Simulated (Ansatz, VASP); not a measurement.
# One calculation of BeS, two programs

POSCAR

```
BeS
1.0
    0.0000000000      2.4343062304      2.4343062304
    2.4343062304      0.0000000000      2.4343062304
    2.4343062304      2.4343062304      0.0000000000
Be S
1 1
Direct
    0.0000000000      0.0000000000      0.0000000000
    0.2500000000      0.2500000000      0.2500000000
```

Contents of INCAR.step1:

```
  ALGO = Normal
  EDIFF = 1E-4
  ENCUT = 520
  GGA = PE
  ISMEAR = 0
  LASPH = T
  LCHARG = F
  LREAL = F
  LWAVE = T
  NBANDS = 11
  NELM = 80
  PREC = Accurate
  SIGMA = 0.01
```

Contents of INCAR.step2:

```
  ALGO = Normal
  EDIFF = 1E-6
  ENCUT = 520
  ISIF = 2
  ISMEAR = 0
  ISTART = 1
  LASPH = T
  LCHARG = T
  LELF = T
  LMIXTAU = T
  LREAL = F
  LVHAR = T
  LWAVE = F
  METAGGA = R2SCAN
  NBANDS = 11
  NELM = 80
  PREC = Accurate
  SIGMA = 0.01
```

The input KPOINTS:

```
k-points
0
Gamma
  10 10 10
```

Input for Ansatz:

```yaml
crystal:
  lattice:
    - [0.0, 2.4343062304, 2.4343062304]
    - [2.4343062304, 0.0, 2.4343062304]
    - [2.4343062304, 2.4343062304, 0.0]
  atoms:
    - { symbol: Be, position: [0.0, 0.0, 0.0] }
    - { symbol: S, position: [0.25, 0.25, 0.25] }
kpoints:
  mp_grid: { grid: [10, 10, 10] }
  band_path:
    path:
      - [0.0, 0.0, 0.0]
      - [-0.5, -0.5, 0.0]
      - [-0.375, -0.375, 0.25]
      - [-0.375, 0.0, 0.375]
      - [0.0, 0.0, 0.5]
      - [-0.5, -0.25, 0.25]
      - [-0.0375, 0.0, 0.0375]
      - [0.0, 0.5, 0.5]
    npoints: 1
hamiltonian:
  xc: r2scan
scf:
  occupations: { method: fixed }
  n_extra_bands: 4
output:
  forces: true
  stress: true
  eigenvalues: true
  write_density: true
  write_potential: true
  elf: true
  volumetric_format: npy
```

Alike in both runs: task single point; functional r2SCAN; k mesh 10 × 10 × 10; no spin polarisation.

```csv
,VASP,Ansatz
version,VASP 6.6.1,Ansatz 0.2.0
potentials or method,"VASP PAW PBE potentials, release 64 (Be, S)","plane waves, PAW"
plane-wave cutoff (eV),520,500
occupations,"gaussian, width 0.01 eV",fixed
valence electrons in the cell,8,8
```

```tsv
	VASP	Ansatz	Ansatz less VASP
gap on the k mesh at the Fermi level (eV)	3.60	3.59	-0.009
pressure (GPa)	0.3	0.0	-0.27
```

VASP's potentials were made for PBE, not for r2SCAN.
